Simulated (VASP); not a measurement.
# Nb4Si (Pm-3m) in VASP: notebook

Runs on Nb4Si. Level: PBE. Tasks: single point.

Program: VASP 6.6.1. These are calculated values, not measurements. Logs are shortened: lines on timing, memory, paths and dates and some standing lists are left out, and cuts for length are marked.

## (1) The cell of the first run

The structure is cubic, space group Pm-3m (No. 221). The conventional cell has a = 4.412 Å, b = 4.412 Å, c = 4.412 Å, α = 90.00°, β = 90.00°, γ = 90.00°. Nb (site symmetry 4/mmm) has 2 Si at 2.21 Å within 2.9 Å. Within 4.1 Å of Nb (site symmetry m-3m) lie 12 Nb at 3.12 Å and 8 Si at 3.82 Å. Within 2.9 Å of Si (site symmetry m-3m) lie 6 Nb at 2.21 Å.

The cell was generated, and may not be a known phase.

## (2) Single point, PBE

Contents of INCAR:

```
SYSTEM = Nb4Si
PREC = Accurate ; ENCUT = 520
EDIFF = 1E-6 ; ISMEAR = 0
SIGMA = 0.1 ; LREAL = .False.
LASPH = .True. ; NELM = 100
ALGO = Normal ; ISIF = 2
LWAVE = .False. ; LCHARG = .False.
GGA = PE ; NBANDS = 36
```

Contents of KPOINTS:

```
regular mesh
0
Gamma
  4 4 4
  0 0 0
```

Contents of POSCAR:

```
Nb4Si
1.0
    4.4119203000      0.0000000000      0.0000000000
    0.0000000000      4.4119203000      0.0000000000
    0.0000000000      0.0000000000      4.4119203000
Nb Si
4 1
Direct
    0.5000000000      0.0000000000      0.0000000000
    0.0000000000      0.5000000000      0.0000000000
    0.0000000000      0.0000000000      0.5000000000
    0.5000000000      0.5000000000      0.5000000000
    0.0000000000      0.0000000000      0.0000000000
```

Potentials or basis: VASP PAW PBE potentials, release 64 (Nb_sv, Si).

On the command line:

```sh
$ cat potpaw_PBE.64/Nb_sv/POTCAR potpaw_PBE.64/Si/POTCAR > POTCAR
$ mpirun -np 1 vasp_std > vasp.out
```

OUTCAR:

```text
SYSTEM = Nb4Si
   PREC = Accurate
   ENCUT = 520
   EDIFF = 1E-6
   ISMEAR = 0
   LREAL = .False.
   LASPH = .True.
   NELM = 100
   ISIF = 2
   GGA = PE

 ion  position               nearest neighbor table
   1  0.500  0.000  0.000-   5 2.21   5 2.21
   2  0.000  0.500  0.000-   5 2.21   5 2.21
   3  0.000  0.000  0.500-   5 2.21   5 2.21
   4  0.500  0.500  0.500-
   5  0.000  0.000  0.000-   1 2.21   2 2.21   3 2.21   3 2.21   2 2.21   1 2.21

  LATTYP: Found a simple cubic cell.
 ALAT       =     4.4119203000

  Lattice vectors:

 A1 = (   4.4119203000,   0.0000000000,   0.0000000000)
 A2 = (   0.0000000000,   4.4119203000,   0.0000000000)
 A3 = (   0.0000000000,   0.0000000000,   4.4119203000)

Analysis of symmetry for initial positions (statically):
=====================================================================
 Subroutine PRICEL returns:
 Original cell was already a primitive cell.

 Routine SETGRP: Setting up the symmetry group for a
 simple cubic supercell.

 Subroutine GETGRP returns: Found 48 space group operations
 (whereof 48 operations were pure point group operations)
 out of a pool of 48 trial point group operations.

The static configuration has the point symmetry O_h .

Analysis of symmetry for dynamics (positions and initial velocities):
=====================================================================
 Subroutine PRICEL returns:
 Original cell was already a primitive cell.

 Routine SETGRP: Setting up the symmetry group for a
 simple cubic supercell.

 Subroutine GETGRP returns: Found 48 space group operations
 (whereof 48 operations were pure point group operations)
 out of a pool of 48 trial point group operations.

The dynamic configuration has the point symmetry O_h .

 Subroutine INISYM returns: Found 48 space group operations
 (whereof 48 operations are pure point group operations),
 and found     1 'primitive' translations

----------------------------------------------------------------------------------------

                                     Primitive cell

  volume of cell :      85.8782

  direct lattice vectors                    reciprocal lattice vectors
     4.411920300  0.000000000  0.000000000     0.226658673  0.000000000  0.000000000
     0.000000000  4.411920300  0.000000000     0.000000000  0.226658673  0.000000000
     0.000000000  0.000000000  4.411920300     0.000000000  0.000000000  0.226658673

  length of vectors
     4.411920300  4.411920300  4.411920300     0.226658673  0.226658673  0.226658673

  position of ions in fractional coordinates (direct lattice)
     0.500000000  0.000000000  0.000000000
     0.000000000  0.500000000  0.000000000
     0.000000000  0.000000000  0.500000000
     0.500000000  0.500000000  0.500000000
     0.000000000  0.000000000  0.000000000

  ion indices of the primitive-cell ions
   primitive index   ion index
                 1           1
                 2           2
                 3           3
                 4           4
                 5           5

----------------------------------------------------------------------------------------

 KPOINTS: regular mesh

Automatic generation of k-mesh.
 Grid dimensions read from file:
 generate k-points for:    4    4    4

 Generating k-lattice:

  Cartesian coordinates                     Fractional coordinates (reciprocal lattice)
     0.056664668  0.000000000  0.000000000     0.250000000  0.000000000  0.000000000
     0.000000000  0.056664668  0.000000000     0.000000000  0.250000000  0.000000000
     0.000000000  0.000000000  0.056664668     0.000000000  0.000000000  0.250000000

  Length of vectors
     0.056664668  0.056664668  0.056664668

  Shift w.r.t. Gamma in fractional coordinates (k-lattice)
     0.000000000  0.000000000  0.000000000

 Subroutine IBZKPT returns following result:
 ===========================================

 Found     10 irreducible k-points:

 Following reciprocal coordinates:
            Coordinates               Weight
  0.000000  0.000000  0.000000      1.000000
  0.250000  0.000000  0.000000      6.000000
  0.500000  0.000000  0.000000      3.000000
  0.250000  0.250000  0.000000     12.000000
  0.500000  0.250000  0.000000     12.000000
  0.500000  0.500000  0.000000      3.000000
  0.250000  0.250000  0.250000      8.000000
  0.500000  0.250000  0.250000     12.000000
  0.500000  0.500000  0.250000      6.000000
  0.500000  0.500000  0.500000      1.000000
   k-points           NKPTS =     10   k-points in BZ     NKDIM =     10   number of bands    NBANDS=     36
   number of dos      NEDOS =    301   number of ions     NIONS =      5
   total plane-waves  NPLWV =  46656
   dimension x,y,z NGX =    36 NGY =   36 NGZ =   36
   dimension x,y,z NGXF=    72 NGYF=   72 NGZF=   72
   ions per type =               4   1
   NGX,Y,Z   is equivalent  to a cutoff of  13.57, 13.57, 13.57 a.u.
   NGXF,Y,Z  is equivalent  to a cutoff of  27.13, 27.13, 27.13 a.u.
 SYSTEM =  Nb4Si
   PREC   = accura    normal or accurate (medium, high low for compatibility)
   ISTART =      0    job   : 0-new  1-cont  2-samecut
   ICHARG =      2    charge: 1-file 2-atom 10-const
   ISPIN  =      1    spin polarized calculation?
   LNONCOLLINEAR =      F non collinear calculations
   LSORBIT =      F    spin-orbit coupling
   LASPH  =      T    aspherical Exc in radial PAW
   ENCUT  =  520.0 eV  38.22 Ry    6.18 a.u.   8.20  8.20  8.20*2*pi/ulx,y,z
   NELM   =    100;   NELMIN=  2; NELMDL= -5     # of ELM steps
   EDIFF  = 0.1E-05   stopping-criterion for ELM
   LREAL  =      F    real-space projection
   EDIFFG = 0.1E-04   stopping-criterion for IOM
   NSW    =      0    number of steps for IOM
   IBRION =     -1    ionic relax: 0-MD 1-quasi-New 2-CG
   NFREE  =      0    steps in history (QN), initial steepest desc. (CG)
   ISIF   =      2    stress and relaxation
   ISYM   =      2    0-nonsym 1-usesym 2-fastsym
   POTIM  = 0.5000    time-step for ionic-motion
   TEBEG  =    0.0;   TEEND  =   0.0 temperature during run
   PSTRESS=    0.0 pullay stress
   NELECT =      56.0000    total number of electrons
   NUPDOWN=      -1.0000    fix difference up-down
   EMIN   =  10.00;   EMAX   =-10.00  energy-range for DOS
   EFERMI =   0.00;   METHOD = LEGACY
   ISMEAR =     0;   SIGMA  =   0.10  broadening in eV -4-tet -1-fermi 0-gaus
   EFERMI_NEDOS =   21; number of points for ismear=-14 and -15
   IALGO  =     38    algorithm
   IMIX   =      4    mixing-type and parameters
     AMIX     =   0.40;   BMIX     =  1.00
     AMIX_MAG =   1.60;   BMIX_MAG =  1.00
  volume/ion in A,a.u.               =      17.18       115.91
  Fermi-wavevector in a.u.,A,eV,Ry     =   1.419634  2.682720 27.420662  2.015362
  Thomas-Fermi vector in A             =   2.540634
   LORBIT       =      0    0 simple, 1 ext, 2 COOP (PROOUT), +10 PAW based schemes
   GGA     = PE    functional components
   LHFCALC =     F    Hartree Fock is set to
   AEXX    =    0.0000 exact exchange contribution
   IVDW    =     0    specifies the selected vdW correction
   LEPSILON=     F    determine dielectric tensor
   LRPA    =     F    only Hartree local field effects (RPA)
 non-spin polarized calculation
 Gauss-broadening in eV      SIGMA  =   0.10
  energy-cutoff  :      520.00
  volume of cell :       85.88
 maximum number of plane-waves:      2360
 NGX is ok and might be reduce to    36
   NGX = 17   NGY = 17   NGZ = 17

 number of electron      56.0000000 magnetization

 Free energy of the ion-electron system (eV)
  ---------------------------------------------------
  ext. energy  EPLUGINS =         0.00000000
  ---------------------------------------------------
  free energy    TOTEN  =       -41.62679161 eV

  energy without entropy =      -41.59481999  energy(sigma->0) =      -41.61080580

 E-fermi :  10.8933     XC(G=0): -12.2048

 val. band max:       10.8512142224   @ k =   0.2500   0.2500   0.2500
 cond. band min:      10.8982302024   @ k =   0.5000   0.5000   0.5000
 fundamental gap:      0.0470159800
 Fermi energy:        10.8933302539

 k-point     1 :       0.0000    0.0000    0.0000
  band No.  band energies     occupation
      1     -44.0483      2.00000
      2     -43.5518      2.00000
      3     -43.4326      2.00000
      4     -43.4326      2.00000
      5     -20.2542      2.00000
      6     -20.2542      2.00000
[... 28 lines left out ...]
     35      15.3431      0.00000
     36      15.3461      0.00000

 k-point     2 :       0.2500    0.0000    0.0000
  band No.  band energies     occupation
      1     -44.0454      2.00000
      2     -43.5387      2.00000
      3     -43.4480      2.00000
      4     -43.4324      2.00000
      5     -20.1974      2.00000
      6     -20.1974      2.00000
[... 28 lines left out ...]
     35      13.9166      0.00000
     36      14.4134      0.00000

 k-point     3 :       0.5000    0.0000    0.0000
  band No.  band energies     occupation
      1     -44.0424      2.00000
      2     -43.5179      2.00000
      3     -43.4711      2.00000
      4     -43.4323      2.00000
      5     -20.1037      2.00000
      6     -20.1037      2.00000
[... 28 lines left out ...]
     35      12.9487      0.00000
     36      14.0582      0.00000
[... 196 lines left out ...]
 k-point     9 :       0.5000    0.5000    0.2500
  band No.  band energies     occupation
      1     -44.0397      2.00000
      2     -43.4739      2.00000
      3     -43.4731      2.00000
      4     -43.4731      2.00000
      5     -20.4397      2.00000
      6     -20.2010      2.00000
[... 28 lines left out ...]
     35      14.1113      0.00000
     36      14.3734      0.00000

 k-point    10 :       0.5000    0.5000    0.5000
  band No.  band energies     occupation
      1     -44.0395      2.00000
      2     -43.4729      2.00000
      3     -43.4729      2.00000
      4     -43.4729      2.00000
      5     -20.5556      2.00000
      6     -20.2560      2.00000
[... 28 lines left out ...]
     35      14.3034      0.00000
     36      14.9429      0.00000

------------------------ aborting loop because EDIFF is reached ----------------------------------------

  FORCE on cell =-STRESS in cart. coord.  units (eV):
  Direction    XX          YY          ZZ          XY          YZ          ZX
  --------------------------------------------------------------------------------------
  -------------------------------------------------------------------------------------
  Total       16.5127424     16.5127424     16.5127424      0.0000000      0.0000000     -0.0000000
  in kB      308.0681592    308.0681592    308.0681592      0.0000000      0.0000000     -0.0000000
  external PRESSURE =     308.0681592 kB  Pullay stress =       0.0000000 kB

 VOLUME and BASIS-vectors are now :
 -----------------------------------------------------------------------------
  energy-cutoff  :      520.00
  volume of cell :       85.88
      direct lattice vectors                 reciprocal lattice vectors
     4.411920300  0.000000000  0.000000000     0.226658673  0.000000000  0.000000000
     0.000000000  4.411920300  0.000000000     0.000000000  0.226658673  0.000000000
     0.000000000  0.000000000  4.411920300     0.000000000  0.000000000  0.226658673

 POSITION                                       TOTAL-FORCE (eV/Angst)
 -----------------------------------------------------------------------------------
      2.20596      0.00000      0.00000         0.000000      0.000000      0.000000
      0.00000      2.20596      0.00000         0.000000      0.000000      0.000000
      0.00000      0.00000      2.20596         0.000000      0.000000      0.000000
      2.20596      2.20596      2.20596         0.000000      0.000000      0.000000
      0.00000      0.00000      0.00000         0.000000      0.000000      0.000000
 -----------------------------------------------------------------------------------
    total drift:                                0.000000      0.000000     -0.000000

  FREE ENERGIE OF THE ION-ELECTRON SYSTEM (eV)
  ---------------------------------------------------
  free  energy   TOTEN  =       -41.6267916103 eV

  energy  without entropy=      -41.5948199915  energy(sigma->0) =      -41.61080580
```

Wall time 25 s (1 thread of Intel Xeon Platinum 8559C (Emerald Rapids), shared host); peak memory 0.2 GiB.

What came out:

```yaml
Free_energy: -41.6268 eV
Pressure: 30.8 GPa
Band_gap_on_the_k_mesh: zero (bands 28 and 29 overlap by 0.80 eV)
```

Caveat: the cell stands under pressure.

## (3) Single point, PBE

This run uses another cell than the first one, of 20.19 Å³/atom.

Contents of INCAR:

```
PREC = Accurate
ENCUT = 520
EDIFF = 1E-6
ISMEAR = 0
SIGMA = 0.1
LREAL = F
LASPH = T
NELM = 100
ALGO = Normal
ISIF = 2
LWAVE = F
LCHARG = T
GGA = PE
LELF = T
LVHAR = T
NBANDS = 36
```

Contents of KPOINTS:

```
regular mesh
0
Gamma
  4 4 4
```

POSCAR, as its differences from that of step 2:

```diff
@@ -2,5 +2,5 @@
 1.0
-    4.4119203000      0.0000000000      0.0000000000
-    0.0000000000      4.4119203000      0.0000000000
-    0.0000000000      0.0000000000      4.4119203000
+    4.6562591574      0.0000000000      0.0000000000
+    0.0000000000      4.6562591574      0.0000000000
+    0.0000000000      0.0000000000      4.6562591574
 Nb Si
```

Potentials or basis: VASP PAW PBE potentials, release 64 (Nb_sv, Si).

On the command line:

```sh
$ cat potpaw_PBE.64/Nb_sv/POTCAR potpaw_PBE.64/Si/POTCAR > POTCAR
$ mpirun -np 1 vasp_std > vasp.out
```

Wall time 37 s (1 thread of Intel Xeon Platinum 8559C (Emerald Rapids), shared host); peak memory 0.2 GiB.

It converged, with:

* Free energy: -42.8979 eV
* Pressure: -0.2 GPa
* Band gap on the k mesh: zero (bands 28 and 29 overlap by 0.61 eV)

Levels at points of the mesh, in eV from the Fermi level:
```csv
k point,band 25,band 26,band 27,band 28,band 29,band 30,band 31,band 32
"(0.00, 0.00, 0.00)",-0.29,-0.29,-0.09,-0.09,-0.09,0.72,0.72,2.65
"(0.50, 0.00, 0.00)",-1.28,-1.28,-1.12,0.50,0.85,0.85,0.85,0.97
"(0.50, 0.50, 0.00)",-1.12,-1.12,-0.72,-0.49,0.15,0.15,1.00,1.17
"(0.50, 0.50, 0.50)",0.05,0.05,0.05,0.14,0.14,0.48,0.48,0.48
```

## (4) Single point, PBE

This run uses another cell than the first one, of 20.19 Å³/atom.

Contents of INCAR:

```
  ALGO = Fast
  EDIFF = 1E-6
  ENCUT = 520
  GGA = PE
  ISIF = 2
  ISMEAR = 0
  LASPH = T
  LCHARG = F
  LREAL = F
  LWAVE = F
  NBANDS = 36
  NELM = 60
  PREC = Accurate
  SIGMA = 0.1
```

Contents of KPOINTS:

```
k-points
0
Gamma
  8 8 8
```

POSCAR is that of step 3.

On the command line:

```sh
$ cat potpaw_PBE.64/Nb_sv/POTCAR potpaw_PBE.64/Si/POTCAR > POTCAR
$ mpirun -np 1 vasp_std > vasp.out
```

Run time: 3.6 min. Hardware: 1 thread of Intel Xeon Platinum 8559C (Emerald Rapids), shared host; peak memory 0.26 GiB.

The run converged. Its results:

| Quantity | Value |
| --- | --- |
| Free energy | -42.9036 eV |
| Pressure | -0.3 GPa |
| Band gap on the k mesh | zero (bands 28 and 29 overlap by 0.68 eV) |

Levels at points of the mesh, in eV from the Fermi level:
```csv
k point,band 26,band 27,band 28,band 29,band 30,band 31
"(0.00, 0.00, 0.00)",-0.33,-0.14,-0.14,-0.14,0.68,0.68
"(0.50, 0.00, 0.00)",-1.32,-1.17,0.46,0.80,0.80,0.82
"(0.50, 0.50, 0.00)",-1.16,-0.77,-0.54,0.11,0.11,0.94
"(0.50, 0.50, 0.50)",0.01,0.01,0.09,0.09,0.44,0.44
```

## (5) Summary

| cell | k mesh | gap on the mesh (eV) | pressure (GPa) |
| --- | --- | --- | --- |
| a = 4.412 Å, 5 atoms | 4 × 4 × 4 | none | 30.8 |
| a = 4.656 Å, 5 atoms | 4 × 4 × 4 | none | -0.2 |
| a = 4.656 Å, 5 atoms | 8 × 8 × 8 | none | -0.3 |

Alike in all rows: task single point; level PBE; potentials or basis VASP PAW PBE potentials, release 64 (Nb_sv, Si); no spin polarisation; cutoff (eV) 520; smearing gaussian 0.1 eV.

Caveats: the cell stands under pressure (at least some runs).

Total energies depend on the potentials used, so only differences within one code and one set of settings carry meaning.

The gap in the log of VASP goes by the Fermi energy; the results here count the filled bands.